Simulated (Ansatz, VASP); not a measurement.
## Two plane-wave programs on InSb

File INCAR:

```
ALGO = Normal ; EDIFF = 1E-6
ENCUT = 520 ; GGA = PS
ISIF = 2 ; ISMEAR = 0
LASPH = T ; LCHARG = T
LELF = T ; LREAL = F
LVHAR = T ; LWAVE = F
NBANDS = 16 ; NELM = 60
PREC = Accurate ; SIGMA = 0.15
```

The input KPOINTS:

```
k-points
0
Gamma
  12 12 12
```

POSCAR

```
InSb
1.0
    0.0000000000      3.2391000000      3.2391000000
    3.1581225000      0.0000000000      3.2391000000
    3.1581225000      3.2391000000      0.0000000000
In Sb
1 1
Direct
    0.0000000000      0.0000000000      0.0000000000
    0.7500000000      0.7500000000      0.7500000000
```

Input for Ansatz:

```yaml
crystal:
  lattice:
    - [0.0, 3.2391, 3.2391]
    - [3.1581225, 0.0, 3.2391]
    - [3.1581225, 3.2391, 0.0]
  atoms:
    - { symbol: In, position: [0.0, 0.0, 0.0] }
    - { symbol: Sb, position: [0.75, 0.75, 0.75] }
basis:
  ecutwfc: 420
kpoints:
  mp_grid: { grid: [12, 12, 12] }
hamiltonian:
  xc: pbesol
scf:
  occupations: { method: gaussian, width: 0.15 }
output:
  forces: true
  stress: true
  eigenvalues: true
```

Change from the starting cell: strain -0.0250 x Voigt [1, 0, 0, 0, 0, 0], atoms carried along.

Alike in both runs: task single point; functional PBEsol; k mesh 12 × 12 × 12; occupations gaussian, width 0.15 eV; no spin polarisation.

|  | VASP | Ansatz |
| --- | --- | --- |
| version | VASP 6.6.1 | Ansatz 0.2.0 |
| potentials or method | VASP PAW PBE potentials, release 64 (In_d, Sb), cutoff 520 eV | scalar-relativistic, plane waves, PAW |
| valence electrons in the cell | 18 | 28 |

```tsv
	VASP	Ansatz	Ansatz less VASP
pressure (GPa)	2.1	2.1	-0.02
traceless stress, the component that is largest in VASP (GPa)	0.43	0.43	-0.001
```

VASP's potentials were made for PBE, not for PBEsol. VASP's potentials hold 18 valence electrons a cell and Ansatz's 28, so a difference there can come from the potentials and not from the codes.

Neither program's run includes spin-orbit coupling.
